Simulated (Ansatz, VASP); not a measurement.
# MgO: VASP beside Ansatz

File INCAR:

```
SYSTEM = MgO
PREC = Accurate
ENCUT = 520
EDIFF = 1E-6
ISMEAR = -1
SIGMA = 0.02
LREAL = Auto
LASPH = .True.
NELM = 100
ALGO = Normal
ISIF = 2
LWAVE = .False.
LCHARG = .True.
GGA = PE
LELF = .True.
LVHAR = .True.
NBANDS = 46
```

Contents of KPOINTS:

```
regular mesh
0
Gamma
  8 8 8
  0 0 0
```

The input POSCAR:

```
MgO
1.0
   -3.0616139218      7.2015716342      2.0796578368
    3.0616139218     -7.2015716342      2.0796578368
    3.0616139218      7.2015716342     -2.0796578368
Mg O
8 8
Direct
    0.9293348292      0.6661833862      0.5955182154
    0.0706651708      0.3338166138      0.4044817846
    0.5706651708      0.1661833862      0.7368485570
    0.4293348292      0.8338166138      0.2631514430
    0.3101516315      0.3358036100      0.6459552415
    0.6898483685      0.6641963900      0.3540447585
    0.1898483685      0.8358036100      0.0256519785
    0.8101516315      0.1641963900      0.9743480215
    0.8099189792      0.8352181589      0.6451371381
    0.1900810208      0.1647818411      0.3548628619
    0.6900810208      0.3352181589      0.0252991796
    0.3099189792      0.6647818411      0.9747008204
    0.4293375933      0.1702250556      0.5995626489
    0.5706624067      0.8297749444      0.4004373511
    0.0706624067      0.6702250556      0.7408874623
    0.9293375933      0.3297749444      0.2591125377
```

Input for Ansatz:

```yaml
crystal:
  lattice:
    - [-3.0616139218, 7.2015716342, 2.0796578368]
    - [3.0616139218, -7.2015716342, 2.0796578368]
    - [3.0616139218, 7.2015716342, -2.0796578368]
  atoms:
    - { symbol: Mg, position: [0.9293348292, 0.6661833862, 0.5955182154] }
    - { symbol: Mg, position: [0.0706651708, 0.3338166138, 0.4044817846] }
    - { symbol: Mg, position: [0.5706651708, 0.1661833862, 0.736848557] }
    - { symbol: Mg, position: [0.4293348292, 0.8338166138, 0.263151443] }
    - { symbol: Mg, position: [0.3101516315, 0.33580361, 0.6459552415] }
    - { symbol: Mg, position: [0.6898483685, 0.66419639, 0.3540447585] }
    - { symbol: Mg, position: [0.1898483685, 0.83580361, 0.0256519785] }
    - { symbol: Mg, position: [0.8101516315, 0.16419639, 0.9743480215] }
    - { symbol: O, position: [0.8099189792, 0.8352181589, 0.6451371381] }
    - { symbol: O, position: [0.1900810208, 0.1647818411, 0.3548628619] }
    - { symbol: O, position: [0.6900810208, 0.3352181589, 0.0252991796] }
    - { symbol: O, position: [0.3099189792, 0.6647818411, 0.9747008204] }
    - { symbol: O, position: [0.4293375933, 0.1702250556, 0.5995626489] }
    - { symbol: O, position: [0.5706624067, 0.8297749444, 0.4004373511] }
    - { symbol: O, position: [0.0706624067, 0.6702250556, 0.7408874623] }
    - { symbol: O, position: [0.9293375933, 0.3297749444, 0.2591125377] }
kpoints:
  mp_grid: { grid: [8, 8, 8] }
  band_path:
    path:
      - [[0.0, 0.0, 0.0], [0.5, -0.5, 0.5], [0.2951841676888, -0.2951841676888, 0.7048158323112]]
      - [[-0.2951841676888, 0.2951841676888, 0.2951841676888], [0.0, 0.0, 0.0], [0.2708482311077, 0.2708482311077, -0.2708482311077]]
      - [[0.7291517688923, -0.2708482311077, 0.2708482311077], [0.5, -0.5, 0.5]]
      - [[0.0, 0.0, 0.0], [1.905908779515e-17, 0.5, -1.905908779515e-17], [0.25, 0.25, 0.25], [0.5, -1.628040866555e-17, 1.628040866555e-17], [0.0, 0.0, 0.0], [1.777439010721e-17, -1.777439010721e-17, 0.5], [0.25, 0.25, 0.25]]
    npoints: 10
hamiltonian:
  xc: pbe
scf:
  occupations: { method: fermi_dirac, width: 0.02 }
  n_extra_bands: 8
output:
  forces: true
  stress: true
  eigenvalues: true
  write_density: true
  write_potential: true
  elf: true
  volumetric_format: npy
```

Alike in both runs: task single point; functional PBE; k mesh 8 × 8 × 8; occupations fermi-dirac, width 0.02 eV; no spin polarisation.

|  | VASP | Ansatz |
| --- | --- | --- |
| version | VASP 6.6.1 | Ansatz 0.2.0 |
| potentials or method | VASP PAW PBE potentials, release 64 (Mg, O) | plane waves, PAW |
| plane-wave cutoff (eV) | 520 | 420 |
| valence electrons in the cell | 64 | 128 |

|  | VASP | Ansatz | Ansatz less VASP |
| --- | --- | --- | --- |
| gap on the k mesh at the Fermi level (eV) | 3.19 | 3.21 | +0.017 |
| pressure (GPa) | 3.8 | 4.2 | +0.45 |
| traceless stress, the component that is largest in VASP (GPa) | 0.37 | 0.48 | +0.107 |
| rms of the force components (eV/Å) | 0.027 | 0.027 | 0.0000 |

Atom by atom the forces differ by 0.003 eV/Å (rms over components). VASP's potentials hold 64 valence electrons a cell and Ansatz's 128, so a difference there can come from the potentials and not from the codes.
